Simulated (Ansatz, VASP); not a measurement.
**Ni in VASP and in Ansatz**

Contents of INCAR:

```
ALGO = Normal
EDIFF = 1E-6
ENCUT = 520
GGA = RP
ISIF = 2
ISMEAR = -1
ISPIN = 2
LASPH = True
LCHARG = True
LELF = True
LMAXMIX = 4
LORBIT = 11
LREAL = False
LVHAR = True
LWAVE = False
MAGMOM = -0.852 -0.852
NBANDS = 21
NELM = 150
PREC = Accurate
SIGMA = 0.05
```

KPOINTS

```
k-points
0
Gamma
  12 12 12
```

POSCAR

```
Ni
1.0
    0.0000000000      2.4742676501      2.4742676501
    2.4742676501      0.0000000000      2.4742676501
    2.4742676501      2.4742676501      0.0000000000
Ni
2
Direct
    0.1250000000      0.1250000000      0.1250000000
    0.8750000000      0.8750000000      0.8750000000
```

Input for Ansatz:

```yaml
crystal:
  lattice:
    - [0.0, 2.4742676501, 2.4742676501]
    - [2.4742676501, 0.0, 2.4742676501]
    - [2.4742676501, 2.4742676501, 0.0]
  atoms:
    - { symbol: Ni, position: [0.125, 0.125, 0.125], spin: -0.852 }
    - { symbol: Ni, position: [0.875, 0.875, 0.875], spin: -0.852 }
hamiltonian:
  xc: rpbe
  pseudopotentials:
    kind: paw
    azcp:
      Ni: "pseudopotentials/Ni.paw.azcp"
basis:
  ecutwfc: 420
  fft_grid_basis: typed
kpoints:
  mp_grid: { grid: [12, 12, 12], shift: [0, 0, 0] }
magnetization:
  spin_polarized: true
scf:
  occupations: { method: fermi_dirac, width: 0.05 }
  lower_state_search: "off"
output:
  stress: true
```

Alike in both runs: task single point; functional RPBE; k mesh 12 × 12 × 12; occupations fermi-dirac, width 0.05 eV; collinear spin.

```csv
,VASP,Ansatz
version,VASP 6.6.1,Ansatz 0.2.0
potentials or method,"VASP PAW PBE potentials, release 64 (Ni), cutoff 520 eV","plane waves (420 eV) with PAW, scalar-relativistic"
valence electrons in the cell,20,36
```

Ansatz gave:

```
pressure (GPa)                                                : 14.0
net moment per atom (μB)                                      : 0.79
size of the moment on the site where the two differ most (μB) : 0.83
```

**Question.** Estimate VASP's values.

**Answer.** Pressure (GPa): 13.7; net moment per atom (μB): 0.77; size of the moment on the site where the two differ most (μB): 0.78.

VASP's potentials were made for PBE, not for RPBE. Site moments also hang on the region over which each program counts them. VASP's potentials hold 20 valence electrons a cell and Ansatz's 36, so a difference there can come from the potentials and not from the codes.
